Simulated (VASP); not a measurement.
A run of VASP 6.6.1:

The input INCAR:

```
PREC = Accurate ; ENCUT = 600
EDIFF = 1E-7 ; ISMEAR = 0
SIGMA = 0.1 ; LREAL = False
LASPH = True ; NELM = 100
ALGO = Normal ; ISIF = 3
LWAVE = False ; LCHARG = False
GGA = PE ; IBRION = 2
NSW = 90 ; EDIFFG = -0.04
```

The input KPOINTS:

```
regular mesh
0
Gamma
  6 6 6
```

POSCAR

```
Li2ZrP2
1.0
   -1.9711057581      1.9711057581      4.7816741642
    1.9711057581     -1.9711057581      4.7816741642
    1.9711057581      1.9711057581     -4.7816741642
Li Zr P
2 1 2
Direct
    0.3711000000      0.3711000000      0.0000000000
    0.6289000000      0.6289000000      0.0000000000
    0.0000000000      0.0000000000      0.0000000000
    0.2500000000      0.7500000000      0.5000000000
    0.7500000000      0.2500000000      0.5000000000
```

Potentials or basis: VASP PAW PBE potentials, release 64 (Li_sv, Zr_sv, P).

The run is started by

```sh
$ cat potpaw_PBE.64/Li_sv/POTCAR potpaw_PBE.64/Zr_sv/POTCAR potpaw_PBE.64/P/POTCAR > POTCAR
$ mpirun -np 1 vasp_std > vasp.out
```

Hardware: 1 thread of Intel(R) Xeon(R) Platinum 8259CL CPU @ 2.50GHz (Skylake/Cascade Lake) (shared host).

Problem. How long does it take, and how much memory?

Solution. Run time: 14 min on 1 thread of Intel(R) Xeon(R) Platinum 8259CL CPU @ 2.50GHz (Skylake/Cascade Lake) (shared host), peak memory 0.35 GiB. Counts: scf iterations 100, k points 30, ion steps 10.
